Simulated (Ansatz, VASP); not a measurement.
## Os: VASP beside Ansatz

INCAR

```
SYSTEM = Os
PREC     = Accurate       ! precision mode
ENCUT    = 520            ! plane-wave cutoff, eV
EDIFF    = 1E-6           ! SCF threshold, eV
ISMEAR   = 0              ! smearing method
SIGMA    = 0.15           ! smearing width, eV
LREAL    = .FALSE.        ! projectors in reciprocal space
LASPH    = .TRUE.         ! aspherical terms in the spheres
NELM     = 100            ! most SCF steps
ALGO     = Normal         ! electronic algorithm
ISIF     = 2              ! what is computed and relaxed
LWAVE    = .FALSE.        ! write WAVECAR
LCHARG   = .TRUE.         ! write CHGCAR
GGA      = PS             ! functional
LELF     = .TRUE.         ! ELF
LVHAR    = .TRUE.       
NBANDS   = 10             ! bands
```

Contents of KPOINTS:

```
Automatic mesh
0
G
  20 20 20
  0 0 0
```

Contents of POSCAR:

```
Os
1.0
    0.0000000000      2.0033500000      1.9450000000
    2.0033500000      0.0000000000      1.9450000000
    2.0033500000      2.0033500000      0.0000000000
Os
1
Direct
    0.0000000000      0.0000000000      0.0000000000
```

Input for Ansatz:

```yaml
crystal:
  lattice:
    - [0.0, 2.00335, 1.945]
    - [2.00335, 0.0, 1.945]
    - [2.00335, 2.00335, 0.0]
  atoms:
    - { symbol: Os, position: [0.0, 0.0, 0.0] }
basis:
  ecutwfc: 420
kpoints:
  mp_grid: { grid: [20, 20, 20] }
hamiltonian:
  xc: pbesol
scf:
  occupations: { method: gaussian, width: 0.15 }
output:
  forces: true
  stress: true
  eigenvalues: true
  write_density: true
  write_potential: true
  elf: true
  volumetric_format: npy
```

Change from the starting cell: strain +0.030 along x and y, +0.000 along z, atoms carried along.

Alike in both runs: task single point; functional PBEsol; k mesh 20 × 20 × 20; occupations gaussian, width 0.15 eV; no spin polarisation.

```csv
,VASP,Ansatz
version,VASP 6.6.1,Ansatz 0.2.0
potentials or method,"VASP PAW PBE potentials, release 64 (Os), cutoff 520 eV","scalar-relativistic, plane waves, PAW"
valence electrons in the cell,8,16
```

VASP gave:

* gap on the k mesh at the Fermi level (eV): none
* pressure (GPa): -36.7
* traceless stress, the component that is largest in VASP (GPa): 5.13

**Question.** Which values does Ansatz return?

**Answer.** gap on the k mesh at the Fermi level (eV): none; pressure (GPa): -36.4; traceless stress, the component that is largest in VASP (GPa): 5.15.

VASP's potentials were made for PBE, not for PBEsol. A gap of «none» marks a metal or a gap that the smearing closes. Both programs put the cell under strong tension, so it lies far from rest at this level. With one functional, cell and mesh, what is left measures potentials, basis and numerics. VASP's potentials hold 8 valence electrons a cell and Ansatz's 16, so a difference there can come from the potentials and not from the codes.

Neither program's run includes spin-orbit coupling. Noted on VASP's run: the cell as given lies far from equilibrium.
